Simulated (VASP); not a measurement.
Runs of VASP 6.6.1 on K. The structure is that of space group P6/mmm (No. 191), or close to it. The cells are those of the table. This isn't the form of K at room conditions, which is bcc.

```csv
cell,k mesh,gap on the mesh (eV),pressure (GPa)
"a = 7.452, b = 7.452, c = 4.444 Å, angles 90.0, 90.0, 120.0°, 3 atoms",7 × 7 × 9,none,0.2
"a = 7.347, b = 7.347, c = 4.382 Å, angles 90.0, 90.0, 120.0°, 3 atoms",7 × 7 × 9,none,0.3
"a = 7.653, b = 7.653, c = 4.565 Å, angles 90.0, 90.0, 120.0°, 3 atoms",7 × 7 × 9,none,-0.1
"a = 7.239, b = 7.239, c = 4.317 Å, angles 90.0, 90.0, 120.0°, 3 atoms",7 × 7 × 9,none,(a)
"a = 7.554, b = 7.554, c = 4.505 Å, angles 90.0, 90.0, 120.0°, 3 atoms",7 × 7 × 9,none,0.0
"a = 7.554, b = 7.554, c = 4.505 Å, angles 90.0, 90.0, 120.0°, 3 atoms",5 × 5 × 7,none,0.0
```

Alike in all rows: task single point; level PBE; potentials or basis VASP PAW PBE potentials, release 64 (K_sv); no spin polarisation; cutoff (eV) 520; smearing fermi-dirac 0.1 eV.

Q: Fill in the values left out.

A: (a) 0.6.

A gap of «none» marks levels without a gap at the run's occupations.
